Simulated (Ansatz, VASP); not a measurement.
Two plane-wave programs on Si5P

Contents of INCAR:

```
SYSTEM = Si5P
PREC = Accurate ; ENCUT = 600
EDIFF = 1E-7 ; ISMEAR = 0
SIGMA = 0.1 ; LREAL = .FALSE.
LASPH = .TRUE. ; NELM = 60
ALGO = Normal ; ISIF = 3
LWAVE = .FALSE. ; LCHARG = .FALSE.
GGA = PE ; IBRION = 2
NSW = 100 ; EDIFFG = -0.01
```

KPOINTS

```
Automatic mesh
0
G
  10 10 10
  0 0 0
```

File POSCAR:

```
Si5P
1.0
    0.0000000000      3.5797720565      3.5797720565
    3.5797720565      0.0000000000      3.5797720565
    3.5797720565      3.5797720565      0.0000000000
Si P
5 1
Direct
    0.2500000000      0.2500000000      0.2500000000
    0.6249587830      0.6249587830      0.6249587830
    0.1251236509      0.6249587830      0.6249587830
    0.6249587830      0.6249587830      0.1251236509
    0.6249587830      0.1251236509      0.6249587830
    0.0000000000      0.0000000000      0.0000000000
```

Input for Ansatz:

```yaml
crystal:
  lattice:
    - [0.0, 3.5797720565, 3.5797720565]
    - [3.5797720565, 0.0, 3.5797720565]
    - [3.5797720565, 3.5797720565, 0.0]
  atoms:
    - { symbol: Si, position: [0.25, 0.25, 0.25] }
    - { symbol: Si, position: [0.624958783, 0.624958783, 0.624958783] }
    - { symbol: Si, position: [0.1251236509, 0.624958783, 0.624958783] }
    - { symbol: Si, position: [0.624958783, 0.624958783, 0.1251236509] }
    - { symbol: Si, position: [0.624958783, 0.1251236509, 0.624958783] }
    - { symbol: P, position: [0.0, 0.0, 0.0] }
basis:
  ecutwfc: 420
kpoints:
  mp_grid: { grid: [10, 10, 10] }
hamiltonian:
  xc: pbe
scf:
  occupations: { method: gaussian, width: 0.1 }
output:
  forces: true
  stress: true
  eigenvalues: true
  write_density: true
  write_potential: true
  elf: true
  volumetric_format: npy
relax:
  adjacent_minimum: "off"
  f_tol: 0.01
  max_steps: 80
  cell: { stress_tol: 0.05 }
```

Change from the starting cell: species swapped into the ZrNi5 type (F-43m, No. 216).

Alike in both runs: task relaxation of cell and atoms; functional PBE; k mesh 10 × 10 × 10; occupations gaussian, width 0.1 eV; no spin polarisation.

|  | VASP | Ansatz |
| --- | --- | --- |
| version | VASP 6.6.1 | Ansatz 0.2.0 |
| potentials or method | VASP PAW PBE potentials, release 64 (Si, P), cutoff 600 eV | scalar-relativistic, plane waves, PAW |
| valence electrons in the cell | 25 | 25 |

|  | VASP | Ansatz | Ansatz less VASP |
| --- | --- | --- | --- |
| gap on the k mesh at the Fermi level, each at its own relaxed structure (eV) | none | none | - |
| relaxed volume (Å³/atom) | 15.28 | 15.29 | +0.008 |
| relaxed cell length with the largest relative difference (Å) | 5.061 | 5.062 | +0.0009 |

A gap of «none» marks a metal or a gap that the smearing closes.
